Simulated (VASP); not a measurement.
# AgB (Pm-3m) in VASP: notebook

Runs on AgB. Level: PBE+D3(BJ). Tasks: single point.

All numbers are computed with VASP 6.6.1; they aren't measurements. Logs are shortened: lines on timing, memory, paths and dates and some standing lists are left out, and cuts for length are marked.

### Step 1. The cell of the first run

It takes space group Pm-3m (No. 221, cubic). The conventional cell has a = 2.876 Å, b = 2.876 Å, c = 2.876 Å, α = 90.00°, β = 90.00°, γ = 90.00°. Within 3.3 Å of Ag (site symmetry m-3m) lie 8 B at 2.49 Å and 6 Ag at 2.88 Å. Within 3.3 Å of B (site symmetry m-3m) lie 8 Ag at 2.49 Å and 6 B at 2.88 Å.

### Step 2. Single point, PBE+D3(BJ)

File INCAR:

```
PREC = Accurate
ENCUT = 500
EDIFF = 1E-6
ISMEAR = -1
SIGMA = 0.1
LREAL = False
LASPH = True
NELM = 120
ALGO = Normal
ISIF = 2
LWAVE = False
LCHARG = False
GGA = PE
IVDW = 12
NBANDS = 14
GGA_COMPAT = False
```

File KPOINTS:

```
regular mesh
0
Gamma
  6 6 6
```

File POSCAR:

```
AgB
1.0
    2.8759315901      0.0000000000      0.0000000000
    0.0000000000      2.8759315901      0.0000000000
    0.0000000000      0.0000000000      2.8759315901
Ag B
1 1
Direct
    0.0000000000      0.0000000000      0.0000000000
    0.5000000000      0.5000000000      0.5000000000
```

Potentials or basis: VASP PAW PBE potentials, release 64 (Ag, B).

On the command line:

```console
cat potpaw_PBE.64/Ag/POTCAR potpaw_PBE.64/B/POTCAR > POTCAR
mpirun -np 1 vasp_std > vasp.out
```

OUTCAR:

```text
PREC = Accurate
   ENCUT = 500
   EDIFF = 1E-6
   ISMEAR = -1
   LREAL = False
   LASPH = True
   NELM = 120
   ISIF = 2
   GGA = PE
   IVDW = 12
 IVDW          = 12

 ion  position               nearest neighbor table
   1  0.000  0.000  0.000-   2 2.49   2 2.49   2 2.49   2 2.49   2 2.49   2 2.49   2 2.49   2 2.49

   2  0.500  0.500  0.500-   1 2.49   1 2.49   1 2.49   1 2.49   1 2.49   1 2.49   1 2.49   1 2.49

  LATTYP: Found a simple cubic cell.
 ALAT       =     2.8759315901

  Lattice vectors:

 A1 = (   2.8759315901,   0.0000000000,   0.0000000000)
 A2 = (   0.0000000000,   2.8759315901,   0.0000000000)
 A3 = (   0.0000000000,   0.0000000000,   2.8759315901)

Analysis of symmetry for initial positions (statically):
=====================================================================
 Subroutine PRICEL returns:
 Original cell was already a primitive cell.

 Routine SETGRP: Setting up the symmetry group for a
 simple cubic supercell.

 Subroutine GETGRP returns: Found 48 space group operations
 (whereof 48 operations were pure point group operations)
 out of a pool of 48 trial point group operations.

The static configuration has the point symmetry O_h .

Analysis of symmetry for dynamics (positions and initial velocities):
=====================================================================
 Subroutine PRICEL returns:
 Original cell was already a primitive cell.

 Routine SETGRP: Setting up the symmetry group for a
 simple cubic supercell.

 Subroutine GETGRP returns: Found 48 space group operations
 (whereof 48 operations were pure point group operations)
 out of a pool of 48 trial point group operations.

The dynamic configuration has the point symmetry O_h .

 Subroutine INISYM returns: Found 48 space group operations
 (whereof 48 operations are pure point group operations),
 and found     1 'primitive' translations

----------------------------------------------------------------------------------------

                                     Primitive cell

  volume of cell :      23.7868

  direct lattice vectors                    reciprocal lattice vectors
     2.875931590  0.000000000  0.000000000     0.347713417  0.000000000  0.000000000
     0.000000000  2.875931590  0.000000000     0.000000000  0.347713417  0.000000000
     0.000000000  0.000000000  2.875931590     0.000000000  0.000000000  0.347713417

  length of vectors
     2.875931590  2.875931590  2.875931590     0.347713417  0.347713417  0.347713417

  position of ions in fractional coordinates (direct lattice)
     0.000000000  0.000000000  0.000000000
     0.500000000  0.500000000  0.500000000

  ion indices of the primitive-cell ions
   primitive index   ion index
                 1           1
                 2           2

----------------------------------------------------------------------------------------

 KPOINTS: regular mesh

Automatic generation of k-mesh.
 Grid dimensions read from file:
 generate k-points for:    6    6    6

 Generating k-lattice:

  Cartesian coordinates                     Fractional coordinates (reciprocal lattice)
     0.057952236  0.000000000  0.000000000     0.166666667  0.000000000  0.000000000
     0.000000000  0.057952236  0.000000000     0.000000000  0.166666667  0.000000000
     0.000000000  0.000000000  0.057952236     0.000000000  0.000000000  0.166666667

  Length of vectors
     0.057952236  0.057952236  0.057952236

  Shift w.r.t. Gamma in fractional coordinates (k-lattice)
     0.000000000  0.000000000  0.000000000

 Subroutine IBZKPT returns following result:
 ===========================================

 Found     20 irreducible k-points:

 Following reciprocal coordinates:
            Coordinates               Weight
  0.000000  0.000000  0.000000      1.000000
  0.166667  0.000000  0.000000      6.000000
  0.333333  0.000000  0.000000      6.000000
  0.500000  0.000000  0.000000      3.000000
  0.166667  0.166667  0.000000     12.000000
  0.333333  0.166667  0.000000     24.000000
[... 12 lines left out ...]
  0.500000  0.500000  0.333333      6.000000
  0.500000  0.500000  0.500000      1.000000
   k-points           NKPTS =     20   k-points in BZ     NKDIM =     20   number of bands    NBANDS=     14
   number of dos      NEDOS =    301   number of ions     NIONS =      2
   total plane-waves  NPLWV =  13824
   dimension x,y,z NGX =    24 NGY =   24 NGZ =   24
   dimension x,y,z NGXF=    48 NGYF=   48 NGZF=   48
   ions per type =               1   1
   NGX,Y,Z   is equivalent  to a cutoff of  13.87, 13.87, 13.87 a.u.
   NGXF,Y,Z  is equivalent  to a cutoff of  27.75, 27.75, 27.75 a.u.
 SYSTEM =  unknown system
   PREC   = accura    normal or accurate (medium, high low for compatibility)
   ISTART =      0    job   : 0-new  1-cont  2-samecut
   ICHARG =      2    charge: 1-file 2-atom 10-const
   ISPIN  =      1    spin polarized calculation?
   LNONCOLLINEAR =      F non collinear calculations
   LSORBIT =      F    spin-orbit coupling
   LASPH  =      T    aspherical Exc in radial PAW
   ENCUT  =  500.0 eV  36.75 Ry    6.06 a.u.   5.24  5.24  5.24*2*pi/ulx,y,z
   NELM   =    120;   NELMIN=  2; NELMDL= -5     # of ELM steps
   EDIFF  = 0.1E-05   stopping-criterion for ELM
   LREAL  =      F    real-space projection
   EDIFFG = 0.1E-04   stopping-criterion for IOM
   NSW    =      0    number of steps for IOM
   IBRION =     -1    ionic relax: 0-MD 1-quasi-New 2-CG
   NFREE  =      0    steps in history (QN), initial steepest desc. (CG)
   ISIF   =      2    stress and relaxation
   ISYM   =      2    0-nonsym 1-usesym 2-fastsym
   POTIM  = 0.5000    time-step for ionic-motion
   TEBEG  =    0.0;   TEEND  =   0.0 temperature during run
   PSTRESS=    0.0 pullay stress
   NELECT =      14.0000    total number of electrons
   NUPDOWN=      -1.0000    fix difference up-down
   EMIN   =  10.00;   EMAX   =-10.00  energy-range for DOS
   EFERMI =   0.00;   METHOD = LEGACY
   ISMEAR =    -1;   SIGMA  =   0.10  broadening in eV -4-tet -1-fermi 0-gaus
   EFERMI_NEDOS =   21; number of points for ismear=-14 and -15
   IALGO  =     38    algorithm
   IMIX   =      4    mixing-type and parameters
     AMIX     =   0.40;   BMIX     =  1.00
     AMIX_MAG =   1.60;   BMIX_MAG =  1.00
  volume/ion in A,a.u.               =      11.89        80.26
  Fermi-wavevector in a.u.,A,eV,Ry     =   1.371952  2.592614 25.609602  1.882253
  Thomas-Fermi vector in A             =   2.497603
   LORBIT       =      0    0 simple, 1 ext, 2 COOP (PROOUT), +10 PAW based schemes
   GGA     = PE    functional components
   LHFCALC =     F    Hartree Fock is set to
   AEXX    =    0.0000 exact exchange contribution
   IVDW    =    12    specifies the selected vdW correction
   LEPSILON=     F    determine dielectric tensor
   LRPA    =     F    only Hartree local field effects (RPA)
 non-spin polarized calculation
  energy-cutoff  :      500.00
  volume of cell :       23.79
 maximum number of plane-waves:       624
 NGX is ok and might be reduce to    24
   NGX = 11   NGY = 11   NGZ = 11

 number of electron      13.9999994 magnetization

 Free energy of the ion-electron system (eV)
  ---------------------------------------------------
  ext. energy  EPLUGINS =         0.00000000
  ---------------------------------------------------
  free energy    TOTEN  =        -6.64630270 eV

  energy without entropy =       -6.61008294  energy(sigma->0) =       -6.62819282

 E-fermi :   9.2634     XC(G=0): -12.4450

 val. band max:        9.1076226075   @ k =   0.5000   0.3333   0.3333
 cond. band min:       9.2765345778   @ k =   0.1667   0.0000   0.0000
 fundamental gap:      0.1689119703
 Fermi energy:         9.2634131329

 k-point     1 :       0.0000    0.0000    0.0000
  band No.  band energies     occupation
      1      -2.8121      2.00000
      2       2.0746      2.00000
      3       2.0746      2.00000
      4       4.3677      2.00000
      5       4.3677      2.00000
      6       4.3677      2.00000
      7      10.9139      0.00000
      8      10.9139      0.00000
      9      10.9139      0.00000
     10      17.6768      0.00000
     11      21.3897      0.00000
     12      21.3897      0.00000
     13      28.8899      0.00000
     14      28.8899      0.00000

 k-point     2 :       0.1667    0.0000    0.0000
  band No.  band energies     occupation
      1      -2.3261      2.00000
      2       2.1540      2.00000
      3       2.2479      2.00000
      4       4.0221      2.00000
      5       4.0221      2.00000
      6       4.3921      2.00000
      7       9.2765      0.93449
      8      11.6019      0.00000
      9      11.6019      0.00000
     10      18.2774      0.00000
     11      21.0156      0.00000
     12      22.4974      0.00000
     13      26.8372      0.00000
     14      26.8372      0.00000

 k-point     3 :       0.3333    0.0000    0.0000
  band No.  band energies     occupation
      1      -0.9759      2.00000
      2       2.2148      2.00000
      3       2.3182      2.00000
      4       3.4446      2.00000
      5       3.4446      2.00000
      6       4.4413      2.00000
      7       7.0116      2.00000
      8      13.0664      0.00000
      9      13.0664      0.00000
     10      18.9408      0.00000
     11      20.2540      0.00000
     12      22.0776      0.00000
     13      23.6129      0.00000
     14      23.6129      0.00000

 k-point     4 :       0.5000    0.0000    0.0000
  band No.  band energies     occupation
      1       0.8344      2.00000
      2       0.9094      2.00000
      3       2.4033      2.00000
      4       3.1944      2.00000
      5       3.1944      2.00000
      6       4.4661      2.00000
      7       6.2934      2.00000
      8      13.9432      0.00000
      9      13.9432      0.00000
     10      19.7553      0.00000
     11      19.8719      0.00000
     12      20.4839      0.00000
     13      22.1121      0.00000
     14      22.1121      0.00000

 k-point     5 :       0.1667    0.1667    0.0000
  band No.  band energies     occupation
      1      -1.8678      2.00000
      2       2.2527      2.00000
      3       2.4389      2.00000
      4       3.6781      2.00000
      5       3.9755      2.00000
      6       4.1879      2.00000
      7       9.6556      0.03883
      8      10.1537      0.00027
      9      12.1175      0.00000
     10      18.6891      0.00000
     11      21.7891      0.00000
[... 208 lines left out ...]
 k-point    18 :       0.5000    0.3333    0.3333
  band No.  band energies     occupation
      1       0.7976      2.00000
      2       1.7111      2.00000
      3       1.8954      2.00000
      4       4.2193      2.00000
      5       4.6605      2.00000
      6       7.1083      2.00000
      7       8.0342      1.99999
      8       9.1076      1.65211
      9      11.8391      0.00000
     10      15.1170      0.00000
     11      15.4839      0.00000
     12      17.5263      0.00000
     13      23.7427      0.00000
     14      29.6593      0.00000

 k-point    19 :       0.5000    0.5000    0.3333
  band No.  band energies     occupation
      1       0.8714      2.00000
      2       1.6223      2.00000
      3       1.6223      2.00000
      4       4.4591      2.00000
      5       5.1809      2.00000
      6       7.0877      2.00000
      7       9.3413      0.62925
      8       9.3413      0.62925
      9      11.8200      0.00000
     10      12.9376      0.00000
     11      16.1144      0.00000
     12      16.1144      0.00000
     13      21.6885      0.00000
     14      31.2174      0.00000

 k-point    20 :       0.5000    0.5000    0.5000
  band No.  band energies     occupation
      1       1.2627      2.00000
      2       1.2627      2.00000
      3       1.2627      2.00000
      4       5.1931      2.00000
      5       5.1931      2.00000
      6       6.4062      2.00000
      7      11.6060      0.00000
      8      11.6060      0.00000
      9      11.6060      0.00000
     10      13.4200      0.00000
     11      13.4200      0.00000
     12      13.4200      0.00000
     13      19.3693      0.00000
     14      33.7629      0.00000

------------------------ aborting loop because EDIFF is reached ----------------------------------------

 Edisp (eV)   -0.80999

 E8    (eV) :    -0.3310

  FORCE on cell =-STRESS in cart. coord.  units (eV):
  Direction    XX          YY          ZZ          XY          YZ          ZX
  --------------------------------------------------------------------------------------
  -------------------------------------------------------------------------------------
  Total      -0.18459    -0.18459    -0.18459    -0.00000    -0.00000     0.00000
  in kB     -12.43347   -12.43347   -12.43347    -0.00000    -0.00000     0.00000
  external pressure =      -12.43 kB  Pullay stress =        0.00 kB

 VOLUME and BASIS-vectors are now :
 -----------------------------------------------------------------------------
  energy-cutoff  :      500.00
  volume of cell :       23.79
      direct lattice vectors                 reciprocal lattice vectors
     2.875931590  0.000000000  0.000000000     0.347713417  0.000000000  0.000000000
     0.000000000  2.875931590  0.000000000     0.000000000  0.347713417  0.000000000
     0.000000000  0.000000000  2.875931590     0.000000000  0.000000000  0.347713417

 POSITION                                       TOTAL-FORCE (eV/Angst)
 -----------------------------------------------------------------------------------
      0.00000      0.00000      0.00000         0.000000      0.000000      0.000000
      1.43797      1.43797      1.43797         0.000000      0.000000      0.000000
 -----------------------------------------------------------------------------------
    total drift:                                0.000000      0.000000      0.000000

  FREE ENERGIE OF THE ION-ELECTRON SYSTEM (eV)
  ---------------------------------------------------
  free  energy   TOTEN  =        -7.4562933974 eV

  energy  without entropy=       -7.4200736368  energy(sigma->0) =       -7.43818352
```

It took 13 s on 1 thread of AMD EPYC 7R13, shared host; peak memory 0.12 GiB.

Results:

```yaml
Free_energy: -7.4563 eV
Pressure: -1.2 GPa
Band_gap_on_the_k_mesh: zero (bands 7 and 8 overlap by 3.40 eV)
Dispersion_energy_per_atom: -0.405 eV
```

Levels at points of the mesh, in eV from the Fermi level:
| k point | band 5 | band 6 | band 7 | band 8 | band 9 | band 10 |
| --- | --- | --- | --- | --- | --- | --- |
| (0.00, 0.00, 0.00) | -4.90 | -4.90 | 1.65 | 1.65 | 1.65 | 8.41 |
| (0.50, 0.00, 0.00) | -6.07 | -4.80 | -2.97 | 4.68 | 4.68 | 10.49 |
| (0.50, 0.50, 0.00) | -4.12 | -3.95 | -3.95 | -0.61 | 3.04 | 3.81 |
| (0.50, 0.50, 0.50) | -4.07 | -2.86 | 2.34 | 2.34 | 2.34 | 4.16 |

Caveat: the k points lie up to 0.36 Å⁻¹ apart, too coarse for converged energies and pressures of a metal; three body term missing.

### Step 3. Single point, PBE+D3(BJ)

This run uses another cell than the first one, of 12.71 Å³/atom.

File INCAR:

```
SYSTEM = AgB
  PREC = Accurate
  ENCUT = 500
  EDIFF = 1E-6
  ISMEAR = -1
  SIGMA = 0.1
  LREAL = .FALSE.
  LASPH = .TRUE.
  NELM = 120
  ALGO = Normal
  ISIF = 2
  LWAVE = .FALSE.
  LCHARG = .FALSE.
  GGA = PE
  IVDW = 12
  NBANDS = 14
  GGA_COMPAT = .FALSE.
```

File KPOINTS:

```
regular mesh
0
G
  6 6 6
  0 0 0
```

File POSCAR:

```
AgB
1.0
    2.9400160000      0.0000000000      0.0000000000
    0.0000000000      2.9400160000      0.0000000000
    0.0000000000      0.0000000000      2.9400160000
Ag B
1 1
Direct
    0.0000000000      0.0000000000      0.0000000000
    0.5000000000      0.5000000000      0.5000000000
```

Potentials or basis: VASP PAW PBE potentials, release 64 (Ag, B).

On the command line:

```console
cat potpaw_PBE.64/Ag/POTCAR potpaw_PBE.64/B/POTCAR > POTCAR
mpirun -np 1 vasp_std > vasp.out
```

Wall time 16 s (1 thread of AMD EPYC 7R13, shared host); peak memory 0.12 GiB.

It converged, with:

```yaml
Free_energy: -7.4053 eV
Pressure: -8.3 GPa
Band_gap_on_the_k_mesh: zero (bands 7 and 8 overlap by 3.44 eV)
Dispersion_energy_per_atom: -0.379 eV
```

Levels at points of the mesh, in eV from the Fermi level:
| k point | band 3 | band 4 | band 5 | band 6 | band 7 | band 8 | band 9 | band 10 | band 11 | band 12 |
| --- | --- | --- | --- | --- | --- | --- | --- | --- | --- | --- |
| (0.00, 0.00, 0.00) | -6.64 | -4.60 | -4.60 | -4.60 | 1.75 | 1.75 | 1.75 | 7.68 | 11.86 | 11.86 |
| (0.50, 0.00, 0.00) | -6.35 | -5.64 | -5.64 | -4.51 | -2.81 | 4.51 | 4.51 | 10.01 | 10.61 | 10.69 |
| (0.50, 0.50, 0.00) | -5.22 | -5.22 | -3.91 | -3.53 | -3.53 | -0.80 | 2.89 | 3.78 | 12.31 | 12.31 |
| (0.50, 0.50, 0.50) | -7.37 | -3.86 | -3.86 | -2.87 | 2.25 | 2.25 | 2.25 | 4.21 | 4.21 | 4.21 |

Caveat: three body term missing; the cell stands under tension.
